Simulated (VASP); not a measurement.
Write the native input for VASP 6.6.1 that does the following.

```
Task                   : single point
Functional             : PBE
Potentials or basis    : VASP PAW PBE potentials, release 64 (Al)
Cutoff                 : 520 eV
k mesh                 : 11 × 11 × 1
Occupations            : fermi-dirac, width 0.1 eV
Spin                   : no spin polarisation
Dipole correction      : yes
Further INCAR settings : ALGO = Normal; EDIFF = 1e-06; NBANDS = 12
```

The structure of Al lies in POSCAR:

```
Al
1.0
    3.2360515124      0.0000000000      0.0000000000
    0.0000000000      3.2360515124      0.0000000000
    0.0000000000      0.0000000000     19.2361000000
Al
3
Direct
    0.0000000000      0.0000000000      0.4166114019
    0.5000000000      0.5000000000      0.5000000010
    0.0000000000      0.0000000000      0.5833885971
```

These files were run (other wordings do the same):

INCAR

```
SYSTEM = Al
PREC = Accurate ; ENCUT = 520
EDIFF = 1E-6 ; ISMEAR = -1
SIGMA = 0.1 ; LREAL = .False.
LASPH = .True. ; NELM = 100
ALGO = Normal ; ISIF = 2
LWAVE = .False. ; LCHARG = .False.
LDIPOL = .True. ; IDIPOL = 3
DIPOL = 0.5 0.5 0.500 ; GGA = PE
NBANDS = 12
```

KPOINTS

```
Automatic mesh
0
Gamma
  11 11 1
  0 0 0
```

Potentials or basis: VASP PAW PBE potentials, release 64 (Al).

Launch:

```sh
$ cat potpaw_PBE.64/Al/POTCAR > POTCAR
$ mpirun -np 1 vasp_std > vasp.out
```

Results of the run:

| Quantity | Value |
| --- | --- |
| Band gap on the k mesh | zero (an odd number of electrons rules out a gap without spin polarisation) |

It took 60 s on 1 thread of Intel Xeon 8259CL (shared host), peak memory 0.27 GiB.
